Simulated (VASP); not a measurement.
# Al (P6_3/mmc) in VASP: further runs

Runs on Al. Level: r2SCAN. Tasks: single point.

Everything below comes from runs of VASP 6.6.1. Logs are shortened: lines on timing, memory, paths and dates and some standing lists are left out, and cuts for length are marked.

## (1) The cell of the first run

The structure is hexagonal, space group P6_3/mmc (No. 194). Conventional cell: a = 2.725 Å, b = 2.725 Å, c = 5.186 Å, α = 90.00°, β = 90.00°, γ = 120.00°. Within 3.6 Å of Al (site symmetry -6m2) lie 12 Al at 2.72 to 3.03 Å.

## (2) Single point, r2SCAN

The input, POSCAR:

```
Al
1.0
    2.7245079212      0.0000000000      0.0000000000
   -1.3622539606      2.3594930726      0.0000000000
    0.0000000000      0.0000000000      5.1861262460
Al
2
Direct
    0.6666666667      0.3333333333      0.7500000000
    0.3333333333      0.6666666667      0.2500000000
```

The input, INCAR.step1:

```
SYSTEM = Al
  PREC = Accurate
  ENCUT = 520
  ISMEAR = 0
  SIGMA = 0.15
  LREAL = .FALSE.
  LASPH = .TRUE.
  NELM = 100
  NBANDS = 10
  GGA = PE
  ALGO = Normal
  EDIFF = 1E-4
  LWAVE = .TRUE.
  LCHARG = .FALSE.
```

The input, INCAR.step2:

```
SYSTEM = Al
  PREC = Accurate
  ENCUT = 520
  EDIFF = 1E-6
  ISMEAR = 0
  SIGMA = 0.15
  LREAL = .FALSE.
  LASPH = .TRUE.
  NELM = 100
  ALGO = Normal
  ISIF = 2
  LWAVE = .FALSE.
  LCHARG = .TRUE.
  METAGGA = R2SCAN
  LMIXTAU = .TRUE.
  LELF = .TRUE.
  LVHAR = .TRUE.
  NBANDS = 10
  ISTART = 1
```

The input, KPOINTS:

```
regular mesh
0
G
  24 24 12
  0 0 0
```

Potentials or basis: VASP PAW PBE potentials, release 64 (Al).

Run with:

```console
> cat potpaw_PBE.64/Al/POTCAR > POTCAR
> cp INCAR.step1 INCAR
> mpirun -np 1 vasp_std > vasp.out
> cp INCAR.step2 INCAR
> mpirun -np 1 vasp_std > vasp.out
```

OUTCAR:

```text
SYSTEM = Al
   PREC = Accurate
   ENCUT = 520
   EDIFF = 1E-6
   ISMEAR = 0
   LREAL = .FALSE.
   LASPH = .TRUE.
   NELM = 100
   ISIF = 2
   METAGGA = R2SCAN
   ISTART = 1

 ion  position               nearest neighbor table
   1  0.667  0.333  0.750-   2 3.03   2 3.03   2 3.03   2 3.03   2 3.03   2 3.03
   2  0.333  0.667  0.250-   1 3.03   1 3.03   1 3.03   1 3.03   1 3.03   1 3.03

  LATTYP: Found a hexagonal cell.
 ALAT       =     2.7245079212
 C/A-ratio  =     1.9035093294

  Lattice vectors:

 A1 = (   2.7245079212,   0.0000000000,   0.0000000000)
 A2 = (  -1.3622539606,   2.3594930726,   0.0000000000)
 A3 = (   0.0000000000,   0.0000000000,   5.1861262460)

Analysis of symmetry for initial positions (statically):
=====================================================================
 Subroutine PRICEL returns:
 Original cell was already a primitive cell.

 Routine SETGRP: Setting up the symmetry group for a
 hexagonal supercell.

 Subroutine GETGRP returns: Found 24 space group operations
 (whereof 12 operations were pure point group operations)
 out of a pool of 24 trial point group operations.

The static configuration has the point symmetry D_3d.
 The point group associated with its full space group is D_6h.

Analysis of symmetry for dynamics (positions and initial velocities):
=====================================================================
 Subroutine PRICEL returns:
 Original cell was already a primitive cell.

 Routine SETGRP: Setting up the symmetry group for a
 hexagonal supercell.

 Subroutine GETGRP returns: Found 24 space group operations
 (whereof 12 operations were pure point group operations)
 out of a pool of 24 trial point group operations.

The dynamic configuration has the point symmetry D_3d.
 The point group associated with its full space group is D_6h.

 Subroutine INISYM returns: Found 24 space group operations
 (whereof 12 operations are pure point group operations),
 and found     1 'primitive' translations

----------------------------------------------------------------------------------------

                                     Primitive cell

  volume of cell :      33.3388

  direct lattice vectors                    reciprocal lattice vectors
     2.724507921  0.000000000  0.000000000     0.367038757  0.211909925  0.000000000
    -1.362253961  2.359493073  0.000000000     0.000000000  0.423819850  0.000000000
     0.000000000  0.000000000  5.186126246     0.000000000  0.000000000  0.192822148

  length of vectors
     2.724507921  2.724507921  5.186126246     0.423819850  0.423819850  0.192822148

  position of ions in fractional coordinates (direct lattice)
     0.666666667  0.333333333  0.750000000
     0.333333333  0.666666667  0.250000000

  ion indices of the primitive-cell ions
   primitive index   ion index
                 1           1
                 2           2

----------------------------------------------------------------------------------------

 KPOINTS: regular mesh

Automatic generation of k-mesh.
 Grid dimensions read from file:
 generate k-points for:   24   24   12

 Generating k-lattice:

  Cartesian coordinates                     Fractional coordinates (reciprocal lattice)
     0.015293282  0.008829580  0.000000000     0.041666667  0.000000000  0.000000000
     0.000000000  0.017659160  0.000000000     0.000000000  0.041666667  0.000000000
     0.000000000  0.000000000  0.016068512     0.000000000  0.000000000  0.083333333

  Length of vectors
     0.017659160  0.017659160  0.016068512

  Shift w.r.t. Gamma in fractional coordinates (k-lattice)
     0.000000000  0.000000000  0.000000000

 Subroutine IBZKPT returns following result:
 ===========================================

 Found    427 irreducible k-points:

 Following reciprocal coordinates:
            Coordinates               Weight
  0.000000  0.000000  0.000000      1.000000
  0.041667 -0.000000  0.000000      6.000000
  0.083333  0.000000  0.000000      6.000000
  0.125000  0.000000  0.000000      6.000000
  0.166667  0.000000  0.000000      6.000000
  0.208333  0.000000  0.000000      6.000000
[... 16 lines left out ...]
  0.416667  0.041667  0.000000     12.000000
  0.458333  0.041667  0.000000     12.000000
 [... further k-points ...]
   k-points           NKPTS =    427   k-points in BZ     NKDIM =    427   number of bands    NBANDS=     10
   number of dos      NEDOS =    301   number of ions     NIONS =      2
   total plane-waves  NPLWV =  16000
   dimension x,y,z NGX =    20 NGY =   20 NGZ =   40
   dimension x,y,z NGXF=    40 NGYF=   40 NGZF=   80
   ions per type =               2
   NGX,Y,Z   is equivalent  to a cutoff of  12.20, 12.20, 12.82 a.u.
   NGXF,Y,Z  is equivalent  to a cutoff of  24.41, 24.41, 25.64 a.u.
 SYSTEM =  Al
   PREC   = accura    normal or accurate (medium, high low for compatibility)
   ISTART =      1    job   : 0-new  1-cont  2-samecut
   ICHARG =      0    charge: 1-file 2-atom 10-const
   ISPIN  =      1    spin polarized calculation?
   LNONCOLLINEAR =      F non collinear calculations
   LSORBIT =      F    spin-orbit coupling
   LASPH  =      T    aspherical Exc in radial PAW
   ENCUT  =  520.0 eV  38.22 Ry    6.18 a.u.   5.07  5.07  9.64*2*pi/ulx,y,z
   NELM   =    100;   NELMIN=  2; NELMDL=  0     # of ELM steps
   EDIFF  = 0.1E-05   stopping-criterion for ELM
   LREAL  =      F    real-space projection
   EDIFFG = 0.1E-04   stopping-criterion for IOM
   NSW    =      0    number of steps for IOM
   IBRION =     -1    ionic relax: 0-MD 1-quasi-New 2-CG
   NFREE  =      0    steps in history (QN), initial steepest desc. (CG)
   ISIF   =      2    stress and relaxation
   ISYM   =      2    0-nonsym 1-usesym 2-fastsym
   POTIM  = 0.5000    time-step for ionic-motion
   TEBEG  =    0.0;   TEEND  =   0.0 temperature during run
   PSTRESS=    0.0 pullay stress
   NELECT =       6.0000    total number of electrons
   NUPDOWN=      -1.0000    fix difference up-down
   EMIN   =  10.00;   EMAX   =-10.00  energy-range for DOS
   EFERMI =   0.00;   METHOD = LEGACY
   ISMEAR =     0;   SIGMA  =   0.15  broadening in eV -4-tet -1-fermi 0-gaus
   EFERMI_NEDOS =   21; number of points for ismear=-14 and -15
   IALGO  =     38    algorithm
   IMIX   =      4    mixing-type and parameters
     AMIX     =   0.40;   BMIX     =  1.00
     AMIX_MAG =   1.60;   BMIX_MAG =  1.00
  volume/ion in A,a.u.               =      16.67       112.49
  Fermi-wavevector in a.u.,A,eV,Ry     =   0.924291  1.746656 11.623640  0.854313
  Thomas-Fermi vector in A             =   2.050021
   LORBIT       =      0    0 simple, 1 ext, 2 COOP (PROOUT), +10 PAW based schemes
   METAGGA = R2SCAN    functional components
   LHFCALC =     F    Hartree Fock is set to
   AEXX    =    0.0000 exact exchange contribution
   IVDW    =     0    specifies the selected vdW correction
   LEPSILON=     F    determine dielectric tensor
   LRPA    =     F    only Hartree local field effects (RPA)
 non-spin polarized calculation
 Gauss-broadening in eV      SIGMA  =   0.15
  energy-cutoff  :      520.00
  volume of cell :       33.34
 maximum number of plane-waves:       915
   NGX = 11   NGY = 11   NGZ = 19

 number of electron       6.0000000 magnetization

 Free energy of the ion-electron system (eV)
  ---------------------------------------------------
  ext. energy  EPLUGINS =         0.00000000
  ---------------------------------------------------
  free energy    TOTEN  =       -13.28484407 eV

  energy without entropy =      -13.27546978  energy(sigma->0) =      -13.28015692

 E-fermi :   7.8717     XC(G=0): -10.8626

 val. band max:        7.8668810227   @ k =   0.2917   0.2500   0.5000
 cond. band min:       7.8803919205   @ k =   0.1250   0.0000   0.4167
 fundamental gap:      0.0135108978
 Fermi energy:         7.8717278026

 k-point     1 :       0.0000    0.0000    0.0000
  band No.  band energies     occupation
      1      -3.8890      2.00000
      2       1.5008      2.00000
      3       2.2316      2.00000
      4      17.6782      0.00000
      5      18.1750      0.00000
      6      21.5118      0.00000
      7      21.5118      0.00000
      8      21.7897      0.00000
      9      21.7897      0.00000
     10      25.0600      0.00000

 k-point     2 :       0.0417   -0.0000    0.0000
  band No.  band energies     occupation
      1      -3.8399      2.00000
      2       1.5485      2.00000
      3       2.2783      2.00000
      4      17.6717      0.00000
      5      18.2147      0.00000
      6      20.3155      0.00000
      7      20.7425      0.00000
      8      21.8890      0.00000
      9      22.5668      0.00000
     10      24.5076      0.00000

 k-point     3 :       0.0833    0.0000    0.0000
  band No.  band energies     occupation
      1      -3.6927      2.00000
      2       1.6914      2.00000
      3       2.4182      2.00000
      4      17.5159      0.00000
      5      18.3335      0.00000
      6      18.8096      0.00000
      7      19.9102      0.00000
      8      21.1112      0.00000
      9      23.1650      0.00000
     10      23.4766      0.00000

 k-point     4 :       0.1250    0.0000    0.0000
  band No.  band energies     occupation
      1      -3.4478      2.00000
      2       1.9285      2.00000
      3       2.6514      2.00000
      4      16.4128      0.00000
      5      18.2204      0.00000
      6      18.5302      0.00000
      7      19.1479      0.00000
      8      19.9417      0.00000
      9      22.5169      0.00000
     10      22.6498      0.00000

 k-point     5 :       0.1667    0.0000    0.0000
  band No.  band energies     occupation
      1      -3.1057      2.00000
      2       2.2584      2.00000
      3       2.9779      2.00000
      4      14.7510      0.00000
      5      18.2150      0.00000
      6      18.4627      0.00000
      7      18.6130      0.00000
      8      18.7979      0.00000
      9      20.8528      0.00000
     10      21.7337      0.00000

 k-point     6 :       0.2083    0.0000    0.0000
  band No.  band energies     occupation
      1      -2.6671      2.00000
      2       2.6787      2.00000
      3       3.3977      2.00000
      4      13.0678      0.00000
      5      17.2063      0.00000
      6      17.8569      0.00000
      7      18.2608      0.00000
      8      18.8880      0.00000
      9      19.3596      0.00000
     10      21.1620      0.00000
[... 183 lines left out ...]
 k-point    21 :       0.3333    0.0417    0.0000
  band No.  band energies     occupation
      1      -0.3541      2.00000
      2       4.7706      2.00000
      3       5.6362      2.00000
      4       7.7983      1.51140
      5      12.4276      0.00000
      6      13.5163      0.00000
      7      15.5069      0.00000
      8      18.6189      0.00000
      9      19.6810      0.00000
     10      20.9226      0.00000

 k-point    22 :       0.3750    0.0417    0.0000
  band No.  band energies     occupation
      1       0.5011      2.00000
      2       5.2159      2.00000
      3       6.4733      2.00000
      4       6.7832      2.00000
      5      11.2080      0.00000
      6      12.1237      0.00000
      7      15.2284      0.00000
      8      18.4750      0.00000
      9      19.4846      0.00000
     10      20.8496      0.00000

 k-point    23 :       0.4167    0.0417    0.0000
  band No.  band energies     occupation
      1       1.4415      2.00000
      2       4.6329      2.00000
      3       6.9429      2.00000
      4       7.3971      1.99999
      5      10.0626      0.00000
      6      10.8284      0.00000
      7      15.0455      0.00000
      8      18.3590      0.00000
      9      19.3566      0.00000
     10      20.6847      0.00000

 k-point    24 :       0.4583    0.0417    0.0000
  band No.  band energies     occupation
      1       2.4565      2.00000
      2       3.5600      2.00000
      3       7.6666      1.94693
      4       8.3704      0.00000
      5       9.0812      0.00000
      6       9.6691      0.00000
      7      14.9547      0.00000
      8      18.2958      0.00000
      9      19.2929      0.00000
     10      20.5962      0.00000

 [... further k-points ...]
[... 5 lines left out ...]
  --------------------------------------------------------------------------------------
  -------------------------------------------------------------------------------------
  Total        0.5072923      0.5072923     -1.6333297      0.0000000     -0.0000000      0.0000000
  in kB       24.3791757     24.3791757    -78.4936592      0.0000000     -0.0000000      0.0000000
  external PRESSURE =      -9.9117693 kB  Pullay stress =       0.0000000 kB

 VOLUME and BASIS-vectors are now :
 -----------------------------------------------------------------------------
  energy-cutoff  :      520.00
  volume of cell :       33.34
      direct lattice vectors                 reciprocal lattice vectors
     2.724507921  0.000000000  0.000000000     0.367038757  0.211909925  0.000000000
    -1.362253961  2.359493073  0.000000000     0.000000000  0.423819850  0.000000000
     0.000000000  0.000000000  5.186126246     0.000000000  0.000000000  0.192822148

 POSITION                                       TOTAL-FORCE (eV/Angst)
 -----------------------------------------------------------------------------------
      1.36225      0.78650      3.88959         0.000000     -0.000000      0.000000
     -0.00000      1.57300      1.29653        -0.000000      0.000000      0.000000
 -----------------------------------------------------------------------------------
    total drift:                               -0.000000      0.000000     -0.000000

  FREE ENERGIE OF THE ION-ELECTRON SYSTEM (eV)
  ---------------------------------------------------
  free  energy   TOTEN  =       -13.2848440702 eV

  energy  without entropy=      -13.2754697797  energy(sigma->0) =      -13.28015692
```

Run time: 4.6 min. Hardware: 1 thread of Intel Xeon 6975P-C, shared host; peak memory 0.24 GiB.

What came out:

| Quantity | Value |
| --- | --- |
| Free energy | -13.2848 eV |
| Pressure | -1.0 GPa |
| Band gap on the k mesh | zero (band 3 reaches 10.95 eV, above the bottom of band 4 at 4.98 eV) |

Caveat: the PAW data sets were made with another functional, which shifts forces and pressure a little.

[end of part 1 of 2]
